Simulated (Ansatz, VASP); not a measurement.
## One calculation of Pb, two programs

INCAR

```
SYSTEM = Pb
  PREC = Accurate
  ENCUT = 600
  EDIFF = 1E-6
  ISMEAR = 0
  SIGMA = 0.1
  LREAL = .False.
  LASPH = .True.
  NELM = 80
  ALGO = Fast
  ISIF = 3
  LWAVE = .False.
  LCHARG = .False.
  GGA = PE
  IBRION = 2
  NSW = 100
  EDIFFG = -0.01
  KPAR = 4
```

File KPOINTS:

```
regular mesh
0
Gamma
  10 10 8
  0 0 0
```

Contents of POSCAR:

```
Pb
1.0
    2.3766015305     -5.7348146410      0.0000000000
    2.3766015305      5.7348146410      0.0000000000
    0.0000000000      0.0000000000      5.1505040686
Pb
4
Direct
    0.1466827393      0.8533172607     -0.0001366126
    0.6466827393      0.3533172607      0.5001366126
    0.8533172607      0.1466827393      1.0001366126
    0.3533172607      0.6466827393      0.4998633874
```

Input for Ansatz:

```yaml
crystal:
  lattice:
    - [2.3766015305, -5.734814641, 0.0]
    - [2.3766015305, 5.734814641, 0.0]
    - [0.0, 0.0, 5.1505040686]
  atoms:
    - { symbol: Pb, position: [0.1466827393, 0.8533172607, -0.0001366126] }
    - { symbol: Pb, position: [0.6466827393, 0.3533172607, 0.5001366126] }
    - { symbol: Pb, position: [0.8533172607, 0.1466827393, 1.0001366126] }
    - { symbol: Pb, position: [0.3533172607, 0.6466827393, 0.4998633874] }
basis:
  ecutwfc: 420
kpoints:
  mp_grid: { grid: [10, 10, 8] }
hamiltonian:
  xc: pbe
scf:
  occupations: { method: gaussian, width: 0.1 }
output:
  forces: true
  stress: true
  eigenvalues: true
relax:
  adjacent_minimum: "off"
  f_tol: 0.01
  max_steps: 80
  cell: { stress_tol: 0.05 }
```

Alike in both runs: task relaxation of cell and atoms; functional PBE; k mesh 10 × 10 × 8; occupations gaussian, width 0.1 eV; no spin polarisation.

```csv
,VASP,Ansatz
version,VASP 6.6.1,Ansatz 0.2.0
potentials or method,"VASP PAW PBE potentials, release 64 (Pb_d), cutoff 600 eV","scalar-relativistic, plane waves, PAW"
valence electrons in the cell,56,56
```

|  | VASP | Ansatz | Ansatz less VASP |
| --- | --- | --- | --- |
| gap on the k mesh at the Fermi level, each at its own relaxed structure (eV) | none | none | - |
| relaxed volume (Å³/atom) | 35.10 | 35.10 | 0.000 |
| relaxed length of the cell vector where the two differ most in proportion (Å) | 5.151 | 5.151 | 0.0000 |

A gap of «none» marks a metal or a gap that the smearing closes.

Neither program's run includes spin-orbit coupling. Noted on VASP's run: the relaxation stopped at its first step, so nothing moved.
